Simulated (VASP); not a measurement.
Crystal: SbAs2.

```
Sb As
1.0
     0.00000    3.23964    3.23964
     3.23964    0.00000    3.23964
     3.23964    3.23964    0.00000
Sb As
1 2
Direct
  0.00000 0.00000 0.00000
  0.25000 0.25000 0.25000
  0.75000 0.75000 0.75000
```

| Item | Value |
| --- | --- |
| Program | VASP 6.6.1 |
| Task | relaxation of cell and atoms |
| Functional | PBE |
| Potentials or basis | VASP PAW PBE potentials, release 64 (Sb, As) |
| Cutoff | 600 eV |
| k mesh | 4 × 4 × 4 |
| Occupations | gaussian, width 0.1 eV |
| Spin | no spin polarisation |

At the start: pressure 10.9 GPa; volume 22.67 Å³/atom.

Problem. Where does the relaxation end?

Solution. Over 3 steps the energy falls by 104.6 meV/atom and the volume is 26.13 Å³/atom (+15.3 %); space group Fm-3m (No. 225, to 0.05 Å).

Step by step:
| step | energy change (eV) | largest force (eV/Å) | pressure (GPa) | volume (Å³) |
| --- | --- | --- | --- | --- |
| 1 | 0.0000 | 0.0000 | 10.94 | 68.00 |
| 2 | -0.2440 | 0.0000 | -3.51 | 84.40 |
| 3 | -0.3139 | 0.0000 | 0.03 | 78.40 |

Final structure:
```
CELL_PARAMETERS angstrom
0.00000 3.39700 3.39700
3.39700 0.00000 3.39700
3.39700 3.39700 0.00000
ATOMIC_POSITIONS crystal
Sb 0.00000 0.00000 0.00000
As 0.25000 0.25000 0.25000
As 0.75000 0.75000 0.75000
```

Caveat: the k points lie up to 0.40 Å⁻¹ apart in the final cell; the volume moved by over 15 % at a fixed basis, so the end points are rough.
